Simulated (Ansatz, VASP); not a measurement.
# Two plane-wave programs on Zn

```xyz
12
Lattice="3.2009 1.8480 5.4588 -3.2009 1.8480 5.4588 0.0000 -3.6961 5.4588" Properties=species:S:1:pos:R:3 pbc="T T T"
Zn   -2.0595    1.1891    3.6792
Zn    0.0000   -2.3781    3.6792
Zn    2.0595    1.1891    3.6792
Zn    2.0595   -1.1891   12.6972
Zn   -2.0595   -1.1891   12.6972
Zn    0.0000    2.3781   12.6972
Zn   -1.3105    0.7566    5.8571
Zn    0.0000   -1.5132    5.8571
Zn    1.3105    0.7566    5.8571
Zn    1.3105   -0.7566   10.5193
Zn   -1.3105   -0.7566   10.5193
Zn    0.0000    1.5132   10.5193
```

Alike in both runs: task single point; functional r2SCAN; k mesh 3 × 3 × 3; occupations gaussian, width 0.1 eV; no spin polarisation.

```csv
,VASP,Ansatz
version,VASP 6.6.1,Ansatz 0.2.0
potentials or method,"VASP PAW PBE potentials, release 64 (Zn), cutoff 520 eV","scalar-relativistic, plane waves, PAW"
valence electrons in the cell,144,144
```

```csv
,VASP,Ansatz,Ansatz less VASP
gap on the k mesh at the Fermi level (eV),none,none,-
pressure (GPa),25.4,24.5,-0.85
"traceless stress, the component that is largest in VASP (GPa)",6.49,6.38,-0.110
rms of the force components (eV/Å),1.552,1.517,-0.0355
```

VASP's potentials were made for PBE, not for r2SCAN. Atom by atom the forces differ by 0.037 eV/Å (rms over components). A gap of «none» marks a metal or a gap that the smearing closes. The functional is the same, so the differences come from potentials, cutoffs and numerics.

The k mesh is coarse, so the values compare programs but aren't converged.
